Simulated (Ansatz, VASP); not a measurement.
N in VASP and in Ansatz

File INCAR:

```
SYSTEM = N
ALGO = Normal
EDIFF = 1E-6
ENCUT = 520
ISIF = 2
ISMEAR = 0
ISPIN = 2
LASPH = .True.
LCHARG = .True.
LELF = .True.
LORBIT = 11
LREAL = .False.
LVHAR = .True.
LWAVE = .False.
MAGMOM = 3.18 3.18
NBANDS = 16
NELM = 150
PREC = Accurate
SIGMA = 0.05
```

The input KPOINTS:

```
k-points
0
Gamma
  12 12 6
  0 0 0
```

POSCAR

```
N
1.0
    3.6834366744      0.0000000000      0.0000000000
   -1.8417183372      3.1899497332      0.0000000000
    0.0000000000      0.0000000000      5.8900000000
N
2
Direct
    0.3333333333      0.6666666667      0.2500000000
    0.6666666667      0.3333333333      0.7500000000
```

Input for Ansatz:

```yaml
crystal:
  lattice:
    - [3.6834366744, 0.0, 0.0]
    - [-1.8417183372, 3.1899497332, 0.0]
    - [0.0, 0.0, 5.89]
  atoms:
    - { symbol: "N", position: [0.3333333333, 0.6666666667, 0.25], spin: 3.18 }
    - { symbol: "N", position: [0.6666666667, 0.3333333333, 0.75], spin: 3.18 }
basis:
  ecutwfc: 420
kpoints:
  mp_grid: { grid: [12, 12, 6] }
hamiltonian:
  xc: lda
scf:
  occupations: { method: gaussian, width: 0.05 }
output:
  forces: true
  stress: true
  eigenvalues: true
  populations: true
  write_density: true
  write_potential: true
  elf: true
  volumetric_format: npy
magnetization:
  spin_polarized: true
```

Change from the starting cell: strain +0.015 along x and y, +0.000 along z, atoms carried along.

Alike in both runs: task single point; functional LDA; k mesh 12 × 12 × 6; occupations gaussian, width 0.05 eV; collinear spin.

|  | VASP | Ansatz |
| --- | --- | --- |
| version | VASP 6.6.1 | Ansatz 0.2.0 |
| potentials or method | VASP PAW LDA potentials, release 64 (N), cutoff 520 eV | scalar-relativistic, plane waves, PAW |
| valence electrons in the cell | 10 | 10 |

Ansatz gave:

* gap on the k mesh at the Fermi level (eV): 2.31
* least direct gap on the mesh (eV): 2.31
* pressure (GPa): -0.3
* net moment per atom (μB): 3.00
* size of the moment on the site where the two differ most (μB): 2.89

Q: What did VASP give for the same quantities?

A: gap on the k mesh at the Fermi level (eV): 2.18; least direct gap on the mesh (eV): 2.18; pressure (GPa): -0.4; net moment per atom (μB): 3.00; size of the moment on the site where the two differ most (μB): 1.92.

LDA's correlation is that of Perdew and Zunger in VASP and of Perdew and Wang (1992) in Ansatz. Site moments also hang on the region over which each program counts them.
